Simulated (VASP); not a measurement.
# AlN (R-3m) in VASP: further runs, part 2 of 2

VASP 6.6.1. Earlier steps stand in the parts before.

**3. Single point, PBEsol**

This run uses another cell than the first one, of the same volume but with other edges.

The input, INCAR:

```
SYSTEM = AlN
ALGO = Normal ; EDIFF = 1E-6
ENCUT = 520 ; GGA = PS
ISIF = 2 ; ISMEAR = 0
LASPH = .TRUE. ; LCHARG = .TRUE.
LELF = .TRUE. ; LREAL = .FALSE.
LVHAR = .TRUE. ; LWAVE = .FALSE.
NBANDS = 11 ; NELM = 80
PREC = Accurate ; SIGMA = 0.05
```

The input, KPOINTS:

```
k-points
0
G
  10 10 10
  0 0 0
```

The input, POSCAR:

```
AlN
1.0
   -0.1649108235      2.0126088528      2.0126088528
    2.0126088528     -0.1649108235      2.0126088528
    2.0126088528      2.0126088528     -0.1649108235
Al N
1 1
Direct
    0.5000000000      0.5000000000      0.5000000000
    0.0000000000      0.0000000000      0.0000000000
```

Potentials or basis: VASP PAW PBE potentials, release 64 (Al, N).

On the command line:

```console
cat potpaw_PBE.64/Al/POTCAR potpaw_PBE.64/N/POTCAR > POTCAR
mpirun -np 1 vasp_std > vasp.out
```

Run time: 18 s. Hardware: 1 thread of Intel Xeon 8259CL, shared host; peak memory 0.15 GiB.

The run converged. Its results:

- Free energy: -15.0488 eV
- Pressure: -20.7 GPa
- Band gap on the k mesh: 2.09 eV, indirect (least direct gap 2.99 eV)

Stress tensor (GPa, compression positive):
```
-20.71  18.57  18.57
 18.57 -20.71  18.57
 18.57  18.57 -20.71
```

Levels at points of the mesh, in eV from the valence-band top:
```
           k point  band 2  band 3  band 4  band 5  band 6  band 7
(0.00, 0.00, 0.00)   -1.30   -1.30    0.00    2.99    9.67    9.67
(0.50, 0.00, 0.00)   -8.88   -1.91   -1.04    4.69    9.24   10.25
(0.50, 0.50, 0.00)   -7.63   -4.18   -2.58    2.09    5.15   11.25
(0.50, 0.50, 0.50)   -7.77   -2.48   -2.48    3.14    7.54    7.54
```

Caveat: the PAW data sets were made with another functional, which shifts forces and pressure a little. A k mesh can miss the band edges.

**4. Single point, PBEsol**

The input, INCAR:

```
  PREC = Accurate
  ENCUT = 520
  EDIFF = 1E-7
  ISMEAR = 0
  SIGMA = 0.05
  LREAL = False
  LASPH = True
  NELM = 80
  ALGO = Normal
  ISIF = 2
  LWAVE = False
  LCHARG = False
  GGA = PS
  NBANDS = 11
```

The input, KPOINTS:

```
Automatic mesh
0
Gamma
  10 10 10
```

The input, POSCAR:

```
AlN
1.0
    0.1136326614      2.1500602843      2.1500602843
    2.1500602843      0.1136326614      2.1500602843
    2.1500602843      2.1500602843      0.1136326614
Al N
1 1
Direct
    0.5000000000      0.5000000000      0.5000000000
    0.0000000000      0.0000000000      0.0000000000
```

On the command line:

```console
cat potpaw_PBE.64/Al/POTCAR potpaw_PBE.64/N/POTCAR > POTCAR
mpirun -np 1 vasp_std > vasp.out
```

It took 22 s on 1 thread of Intel Xeon 8259CL, shared host; peak memory 0.14 GiB.

The run converged. Its results:

- Free energy: -15.1798 eV
- Pressure: -21.2 GPa
- Band gap on the k mesh: 2.89 eV, indirect (least direct gap 3.56 eV)

Stress tensor (GPa, compression positive):
```
-21.17 -15.65 -15.65
-15.65 -21.17 -15.65
-15.65 -15.65 -21.17
```

Levels at points of the mesh, in eV from the valence-band top:
```csv
k point,band 1,band 2,band 3,band 4,band 5,band 6,band 7,band 8
"(0.00, 0.00, 0.00)",-17.04,-1.14,0.00,0.00,3.56,10.22,12.06,12.06
"(0.50, 0.00, 0.00)",-14.00,-7.93,-1.78,-1.09,4.49,9.19,9.78,11.36
"(0.50, 0.50, 0.00)",-13.25,-7.16,-3.44,-2.41,2.89,5.27,11.96,15.33
"(0.50, 0.50, 0.50)",-14.48,-8.70,-0.76,-0.76,6.05,10.65,10.89,10.89
```

Caveat: the PAW data sets were made with another functional, which shifts forces and pressure a little.

**5. Single point, PBEsol**

This run uses another cell than the first one, of the same volume but with other edges.

The input, INCAR:

```
PREC = Accurate
ENCUT = 520
EDIFF = 1E-7
ISMEAR = 0
SIGMA = 0.05
LREAL = F
LASPH = T
NELM = 100
ALGO = Normal
ISIF = 2
LWAVE = F
LCHARG = F
GGA = PS
NBANDS = 11
```

KPOINTS is that of step 4.

The input, POSCAR:

```
AlN
1.0
   -0.1105763329      2.0379275449      2.0379275449
    2.0379275449     -0.1105763329      2.0379275449
    2.0379275449      2.0379275449     -0.1105763329
Al N
1 1
Direct
    0.5000000000      0.5000000000      0.5000000000
    0.0000000000      0.0000000000      0.0000000000
```

On the command line:

```console
cat potpaw_PBE.64/Al/POTCAR potpaw_PBE.64/N/POTCAR > POTCAR
mpirun -np 1 vasp_std > vasp.out
```

Run time: 23 s. Hardware: 1 thread of Intel Xeon 8259CL, shared host; peak memory 0.14 GiB.

The run converged. Its results:

```yaml
Free_energy: -15.1953 eV
Pressure: -21.3 GPa
Band_gap_on_the_k_mesh: 2.66 eV, indirect (least direct gap 3.45 eV)
```

Stress tensor (GPa, compression positive):
```
-21.26  13.13  13.13
 13.13 -21.26  13.13
 13.13  13.13 -21.26
```

Levels at points of the mesh, in eV from the valence-band top:
```tsv
k point	band 1	band 2	band 3	band 4	band 5	band 6	band 7	band 8	band 9
(0.00, 0.00, 0.00)	-17.28	-0.93	-0.93	0.00	3.45	10.31	10.31	12.95	15.24
(0.50, 0.00, 0.00)	-14.48	-8.54	-1.64	-1.04	4.95	9.48	10.54	10.77	14.54
(0.50, 0.50, 0.00)	-13.49	-7.39	-3.69	-2.63	2.66	5.04	11.81	14.65	15.51
(0.50, 0.50, 0.50)	-13.98	-7.80	-2.01	-2.01	3.84	8.35	8.35	11.52	13.71
```

Caveat: the PAW data sets were made with another functional, which shifts forces and pressure a little. A k mesh can miss the band edges.

**6. Single point, PBEsol**

This run uses another cell than the first one, of 9.59 Å³/atom, 1.048 times its volume.

The input, INCAR:

```
ALGO = Normal
EDIFF = 1E-7
ENCUT = 520
GGA = PS
ISIF = 2
ISMEAR = 0
LASPH = True
LCHARG = False
LREAL = False
LWAVE = False
NBANDS = 11
NELM = 80
PREC = Accurate
SIGMA = 0.05
```

The input, KPOINTS:

```
k-points
0
Gamma
  10 10 10
```

The input, POSCAR:

```
AlN
1.0
   -0.1675181898      2.0444297388      2.0444297388
    2.0444297388     -0.1675181898      2.0444297388
    2.0444297388      2.0444297388     -0.1675181898
Al N
1 1
Direct
    0.5000000000      0.5000000000      0.5000000000
    0.0000000000      0.0000000000      0.0000000000
```

Potentials or basis: VASP PAW PBE potentials, release 64 (Al, N).

On the command line:

```console
cat potpaw_PBE.64/Al/POTCAR potpaw_PBE.64/N/POTCAR > POTCAR
mpirun -np 1 vasp_std > vasp.out
```

OUTCAR:

```text
EDIFF = 1E-7
   ENCUT = 520
   GGA = PS
   ISIF = 2
   ISMEAR = 0
   LASPH = True
   LREAL = False
   NELM = 80
   PREC = Accurate

 ion  position               nearest neighbor table
   1  0.500  0.500  0.500-   2 2.13   2 2.13   2 2.13   2 2.13   2 2.13   2 2.13
   2  0.000  0.000  0.000-   1 2.13   1 2.13   1 2.13   1 2.13   1 2.13   1 2.13

  LATTYP: Found a trigonal (rhomboedric) cell.
 ALAT       =     2.8961091585
 COS(alpha) =     0.4166624355

  Lattice vectors:

 A1 = (  -0.1675181898,   2.0444297388,   2.0444297388)
 A2 = (   2.0444297388,  -0.1675181898,   2.0444297388)
[... 514 lines left out ...]
      7      18.1803      0.00000
      8      21.7903      0.00000
      9      22.6325      0.00000
     10      28.3244      0.00000
     11      30.2998      0.00000

 [... further k-points ...]
[... 5 lines left out ...]
  --------------------------------------------------------------------------------------
  -------------------------------------------------------------------------------------
  Total       -3.3414326     -3.3414326     -3.3414326      2.0772648      2.0772648      2.0772648
  in kB     -279.0351108   -279.0351108   -279.0351108    173.4674575    173.4674575    173.4674575
  external PRESSURE =    -279.0351108 kB  Pullay stress =       0.0000000 kB

 VOLUME and BASIS-vectors are now :
 -----------------------------------------------------------------------------
  energy-cutoff  :      520.00
  volume of cell :       19.19
      direct lattice vectors                 reciprocal lattice vectors
    -0.167518190  2.044429739  2.044429739    -0.216388544  0.235701664  0.235701664
     2.044429739 -0.167518190  2.044429739     0.235701664 -0.216388544  0.235701664
     2.044429739  2.044429739 -0.167518190     0.235701664  0.235701664 -0.216388544

 POSITION                                       TOTAL-FORCE (eV/Angst)
 -----------------------------------------------------------------------------------
      1.96067      1.96067      1.96067        -0.000000      0.000000     -0.000000
      0.00000      0.00000      0.00000         0.000000     -0.000000      0.000000
 -----------------------------------------------------------------------------------
    total drift:                                0.000000     -0.000000     -0.000000

  FREE ENERGIE OF THE ION-ELECTRON SYSTEM (eV)
  ---------------------------------------------------
  free  energy   TOTEN  =       -14.9147293802 eV

  energy  without entropy=      -14.9147293802  energy(sigma->0) =      -14.91472938
```

Run time: 25 s. Hardware: 1 thread of Intel Xeon 8259CL, shared host; peak memory 0.14 GiB.

Results:

```yaml
Free_energy: -14.9147 eV
Pressure: -27.9 GPa
Band_gap_on_the_k_mesh: 1.83 eV, indirect (least direct gap 2.46 eV)
```

Stress tensor (GPa, compression positive):
```
-27.90  17.35  17.35
 17.35 -27.90  17.35
 17.35  17.35 -27.90
```

Levels at points of the mesh, in eV from the valence-band top:
```
           k point  band 1  band 2  band 3  band 4  band 5  band 6  band 7  band 8  band 9
(0.00, 0.00, 0.00)  -17.11   -1.26   -1.26    0.00    2.46    9.59    9.59   13.59   14.20
(0.50, 0.00, 0.00)  -14.52   -8.58   -1.80   -0.97    4.43    8.93    9.68   10.56   14.01
(0.50, 0.50, 0.00)  -13.53   -7.31   -4.01   -2.47    1.83    5.12   10.78   13.53   14.94
(0.50, 0.50, 0.50)  -13.81   -7.47   -2.34   -2.34    2.96    7.28    7.28   10.51   13.01
```

Caveat: the PAW data sets were made with another functional, which shifts forces and pressure a little.

**7. Overview**

```tsv
cell	gap on the mesh (eV)	pressure (GPa)
a = 3.089 Å, angles 54.8°, 2 atoms	2.35	-20.4
a = 2.851 Å, angles 65.4°, 2 atoms	2.09	-20.7
a = 3.043 Å, angles 56.5°, 2 atoms	2.89	-21.2
a = 2.884 Å, angles 63.6°, 2 atoms	2.66	-21.3
a = 2.896 Å, angles 65.4°, 2 atoms	1.83	-27.9
```

Alike in all rows: task single point; level PBEsol; potentials or basis VASP PAW PBE potentials, release 64 (Al, N); no spin polarisation; k mesh 10 × 10 × 10; cutoff (eV) 520; smearing gaussian 0.05 eV.

Caveats: the PAW data sets were made with another functional, which shifts forces and pressure a little.

Total energies depend on the potentials used, so only differences within one code and one set of settings carry meaning.
